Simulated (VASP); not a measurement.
Input of a VASP 6.6.1 run:

INCAR

```
  PREC = Accurate
  ENCUT = 520
  EDIFF = 1E-6
  ISMEAR = 0
  SIGMA = 0.01
  LREAL = False
  LASPH = True
  NELM = 100
  ALGO = Normal
  ISIF = 2
  LWAVE = False
  LCHARG = True
  GGA = PE
  LELF = True
  LVHAR = True
  NBANDS = 24
```

KPOINTS

```
regular mesh
0
Gamma
  12 12 6
```

The input POSCAR:

```
LaYN2
1.0
    3.5305488811      0.0000000000      0.0000000000
   -1.7652744405      3.0575450204      0.0000000000
    0.0000000000      0.0000000000      6.2281287626
La Y N
1 1 2
Direct
    0.0000000000      0.0000000000      0.5000000000
    0.0000000000      0.0000000000      0.0000000000
    0.3333333333      0.6666666667      0.7646220059
    0.6666666667      0.3333333333      0.2353779941
```

Potentials or basis: VASP PAW PBE potentials, release 64 (La, Y_sv, N).

The run is started by

```sh
$ cat potpaw_PBE.64/La/POTCAR potpaw_PBE.64/Y_sv/POTCAR potpaw_PBE.64/N/POTCAR > POTCAR
$ mpirun -np 1 vasp_std > vasp.out
```

What does it give for the band gap on the k mesh?

0.07 eV, indirect (least direct gap 0.36 eV).

Predict the pressure.

-0.1 GPa.

Forces in eV/Å, atoms in the order of the input:
```
La   0.000  0.000  0.000
Y    0.000  0.000  0.000
N    0.000  0.000 -0.016
N    0.000  0.000  0.016
```

Caveat: spin-orbit coupling is left out, which moves the levels of the heavy elements. A k mesh can miss the band edges.
